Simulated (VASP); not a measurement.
## Ge: single point with PBEsol

The system is Ge.

```
Ge
1.0
     1.48805   -2.59469    0.00000
     1.48805    2.59469    0.00000
     0.00000    0.00000    4.72760
Ge
2
Cartesian
  1.4881 -1.4643 0.5819
  1.4881 0.8643 3.5457
```

This cell differs from its parent crystal: atom 1 (Ge) moved by (-0.600, -0.600) A along y and z.

```
Program                : VASP 6.6.1
Task                   : single point
Functional             : PBEsol
Potentials or basis    : VASP PAW PBE potentials, release 64 (Ge_d)
Cutoff                 : 520 eV
k mesh                 : 18 × 18 × 10
Occupations            : gaussian, width 0.15 eV
Spin                   : no spin polarisation
Dipole correction      : no
Further INCAR settings : ALGO = Normal; EDIFF = 1e-06; NBANDS = 21
```

```yaml
Pressure: 16.8 GPa
Largest_force: 3.877 eV/Å
Band_gap_on_the_k_mesh: zero (bands 14 and 15 overlap by 7.72 eV)
```

Forces in eV/Å, atoms in the order of the input:
```
Ge   0.000  0.408  3.856
Ge   0.000 -0.408 -3.856
```

Stress tensor (GPa, compression positive):
```
24.12  0.00  0.00
 0.00  2.69  3.92
 0.00  3.92 23.52
```

Levels at points of the mesh, in eV from the Fermi level:
```csv
k point,band 12,band 13,band 14,band 15,band 16,band 17
"(0.00, 0.00, 0.00)",-7.03,-4.67,4.71,6.54,7.86,10.20
"(0.50, 0.00, 0.00)",-8.53,-1.84,-1.59,1.07,1.59,2.45
"(0.50, 0.50, 0.00)",-6.75,-2.67,-1.10,-0.32,1.44,4.02
"(0.00, 0.00, 0.50)",-9.59,0.80,4.46,5.08,6.81,7.95
"(0.50, 0.00, 0.50)",-8.12,-4.13,-3.76,2.45,3.61,6.19
"(0.50, 0.50, 0.50)",-6.27,-5.23,-2.54,1.85,3.89,5.46
```

Run time: 12 min on 1 thread of Intel Xeon 8259CL, on a shared host, peak memory 0.58 GiB.

Caveat: the cell differs from its parent crystal (atom 1 (Ge) moved by (-0.600, -0.600) A along y and z); the stress differs along the axes, from 3 to 24 GPa; the PAW data sets were made with another functional, which shifts forces and pressure a little.
